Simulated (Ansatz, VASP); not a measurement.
**Two plane-wave programs on ZnO**

File INCAR:

```
PREC = Accurate ; ENCUT = 520
EDIFF = 1E-7 ; ISMEAR = 0
SIGMA = 0.05 ; LREAL = F
LASPH = T ; NELM = 80
ALGO = Normal ; ISIF = 2
LWAVE = F ; LCHARG = F
GGA = CA ; NBANDS = 26
```

Contents of KPOINTS:

```
regular mesh
0
Gamma
  9 9 4
```

POSCAR

```
ZnO
1.0
    3.2879671587      0.0000000000      0.0000000000
   -1.6439835793      2.8474630862      0.0000000000
    0.0000000000      0.0000000000      7.0234847298
Zn O
2 2
Direct
    0.0000000000      0.0000000000      0.7500000000
    0.0000000000      0.0000000000      0.2500000000
    0.3333333333      0.6666666667      0.2500000000
    0.6666666667      0.3333333333      0.7500000000
```

Input for Ansatz:

```yaml
crystal:
  lattice:
    - [3.2879671587, 0.0, 0.0]
    - [-1.6439835793, 2.8474630862, 0.0]
    - [0.0, 0.0, 7.0234847298]
  atoms:
    - { symbol: Zn, position: [0.0, 0.0, 0.75] }
    - { symbol: Zn, position: [0.0, 0.0, 0.25] }
    - { symbol: O, position: [0.3333333333, 0.6666666667, 0.25] }
    - { symbol: O, position: [0.6666666667, 0.3333333333, 0.75] }
basis:
  ecutwfc: 420
kpoints:
  mp_grid: { grid: [9, 9, 4] }
hamiltonian:
  xc: lda
scf:
  occupations: { method: gaussian, width: 0.05 }
output:
  forces: true
  stress: true
  eigenvalues: true
```

Change from the starting cell: strain +0.000 along x and y, -0.015 along z, atoms carried along.

Alike in both runs: task single point; functional LDA; k mesh 9 × 9 × 4; occupations gaussian, width 0.05 eV; no spin polarisation.

|  | VASP | Ansatz |
| --- | --- | --- |
| version | VASP 6.6.1 | Ansatz 0.2.0 |
| potentials or method | VASP PAW LDA potentials, release 64 (Zn, O), cutoff 520 eV | scalar-relativistic, plane waves, PAW |
| valence electrons in the cell | 36 | 36 |

|  | VASP | Ansatz | Ansatz less VASP |
| --- | --- | --- | --- |
| gap on the k mesh at the Fermi level (eV) | 0.74 | 0.73 | -0.012 |
| least direct gap on the mesh (eV) | 0.74 | 0.73 | -0.012 |
| pressure (GPa) | -7.6 | -8.3 | -0.74 |
| traceless stress, the component that is largest in VASP (GPa) | 5.65 | 6.49 | +0.841 |

LDA's correlation is that of Perdew and Zunger in VASP and of Perdew and Wang (1992) in Ansatz.
